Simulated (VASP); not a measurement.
Here is a VASP 6.6.1 calculation.

Contents of INCAR:

```
SYSTEM = InP
  ALGO = Normal
  EDIFF = 1E-6
  ENCUT = 520
  GGA = PE
  ISIF = 2
  ISMEAR = 0
  LASPH = .TRUE.
  LCHARG = .FALSE.
  LREAL = .FALSE.
  LWAVE = .FALSE.
  NBANDS = 16
  NELM = 80
  PREC = Accurate
  SIGMA = 0.15
```

Contents of KPOINTS:

```
k-points
0
G
  18 18 18
  0 0 0
```

The input POSCAR:

```
InP
1.0
    0.0000000000      2.8117128208      2.8532652270
    2.8117128208      0.0000000000      2.8532652270
    2.8117128208      2.8117128208      0.0000000000
In P
1 1
Direct
    0.0000000000      0.0000000000      0.0000000000
    0.5000000000      0.5000000000      0.5000000000
```

Potentials or basis: VASP PAW PBE potentials, release 64 (In_d, P).

The run is started by

```sh
$ cat potpaw_PBE.64/In_d/POTCAR potpaw_PBE.64/P/POTCAR > POTCAR
$ mpirun -np 1 vasp_std > vasp.out
```

(1) Estimate the pressure.

(2) What does it give for the band gap on the k mesh?

Answers

(1) -3.8 GPa.

(2) zero (bands 9 and 10 overlap by 2.40 eV).

Caveat: the cell differs from its parent crystal (strain +0.015 along x and y, +0.030 along z); the cell stands under tension; spin-orbit coupling is left out, which moves the levels of the heavy elements.
